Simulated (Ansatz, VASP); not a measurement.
One calculation of Ag, two programs

Contents of INCAR:

```
ALGO = Normal
EDIFF = 1E-6
ENCUT = 520
GGA = PS
ISIF = 2
ISMEAR = 0
LASPH = True
LCHARG = False
LREAL = False
LWAVE = False
NBANDS = 18
NELM = 60
PREC = Accurate
SIGMA = 0.15
```

KPOINTS

```
k-points
0
Gamma
  18 18 10
```

File POSCAR:

```
Ag
1.0
    2.6955982340      0.0000000000      0.0000000000
   -1.3477991170      2.3344565490      0.0000000000
    0.0000000000      0.0000000000      4.5984000000
Ag
2
Direct
    0.3333333333      0.6666666667      0.2500000000
    0.6666666667      0.3333333333      0.7500000000
```

Input for Ansatz:

```yaml
crystal:
  lattice:
    - [2.695598234, 0.0, 0.0]
    - [-1.347799117, 2.334456549, 0.0]
    - [0.0, 0.0, 4.5984]
  atoms:
    - { symbol: Ag, position: [0.3333333333, 0.6666666667, 0.25] }
    - { symbol: Ag, position: [0.6666666667, 0.3333333333, 0.75] }
basis:
  ecutwfc: 420
kpoints:
  mp_grid: { grid: [18, 18, 10] }
hamiltonian:
  xc: pbesol
scf:
  occupations: { method: gaussian, width: 0.15 }
output:
  forces: true
  stress: true
  eigenvalues: true
```

Change from the starting cell: strain -0.080 along x and y, -0.040 along z, atoms carried along.

Alike in both runs: task single point; functional PBEsol; k mesh 18 × 18 × 10; occupations gaussian, width 0.15 eV; no spin polarisation.

|  | VASP | Ansatz |
| --- | --- | --- |
| version | VASP 6.6.1 | Ansatz 0.2.0 |
| potentials or method | VASP PAW PBE potentials, release 64 (Ag), cutoff 520 eV | scalar-relativistic, plane waves, PAW |
| valence electrons in the cell | 22 | 38 |

|  | VASP | Ansatz | Ansatz less VASP |
| --- | --- | --- | --- |
| gap on the k mesh at the Fermi level (eV) | none | none | - |
| pressure (GPa) | 25.2 | 25.7 | +0.49 |
| traceless stress, the component that is largest in VASP (GPa) | -6.05 | -6.09 | -0.044 |

VASP's potentials were made for PBE, not for PBEsol. A gap of «none» marks a metal or a gap that the smearing closes. The functional is the same, so the differences come from potentials, cutoffs and numerics. VASP's potentials hold 22 valence electrons a cell and Ansatz's 38, so a difference there can come from the potentials and not from the codes.
